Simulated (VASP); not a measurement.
Write the native input for VASP 6.6.1 that does the following.

```
Task                   : single point
Functional             : PBEsol
Potentials or basis    : VASP PAW PBE potentials, release 64 (Ta_pv, N)
Cutoff                 : 520 eV
k mesh                 : 24 × 24 × 20
Occupations            : gaussian, width 0.15 eV
Spin                   : no spin polarisation
Dipole correction      : no
Further INCAR settings : ALGO = Normal; EDIFF = 1e-06; NBANDS = 15
```

The structure of TaN lies in POSCAR:

```
TaN
1.0
    2.9239890447      0.0000000000      0.1096495892
   -1.4619945224      2.5322487931     -0.0548247946
    0.1076522866      0.0000000000      2.8707276427
Ta N
1 1
Direct
    0.3333333333      0.6666666667      0.5000000000
    0.0000000000      0.0000000000      0.0000000000
```

This cell differs from its parent crystal: strain +0.0750 x Voigt [0, 0, 0, 0, 1, 0].

One way to write it, as run:

INCAR

```
PREC = Accurate
ENCUT = 520
EDIFF = 1E-6
ISMEAR = 0
SIGMA = 0.15
LREAL = F
LASPH = T
NELM = 60
ALGO = Normal
ISIF = 2
LWAVE = F
LCHARG = F
GGA = PS
NBANDS = 15
```

KPOINTS

```
regular mesh
0
Gamma
  24 24 20
```

Potentials or basis: VASP PAW PBE potentials, release 64 (Ta_pv, N).

Run with:

```sh
$ cat potpaw_PBE.64/Ta_pv/POTCAR potpaw_PBE.64/N/POTCAR > POTCAR
$ mpirun -np 1 vasp_std > vasp.out
```

Results of the run:

```json
{
 "Pressure": "3.2 GPa",
 "Largest force": "0.148 eV/Å",
 "Band gap on the k mesh": "zero (bands 8 and 9 overlap by 0.44 eV)"
}
```

Caveat: the cell differs from its parent crystal (strain +0.0750 x Voigt [0, 0, 0, 0, 1, 0]); the cell stands under pressure; the PAW data sets were made with another functional, which shifts forces and pressure a little; spin-orbit coupling is left out, which moves the levels of the heavy elements.

Wall time 9.8 min on 1 thread of AMD EPYC 9R45 96-Core Processor (Zen 5) (shared host), peak memory 0.95 GiB.
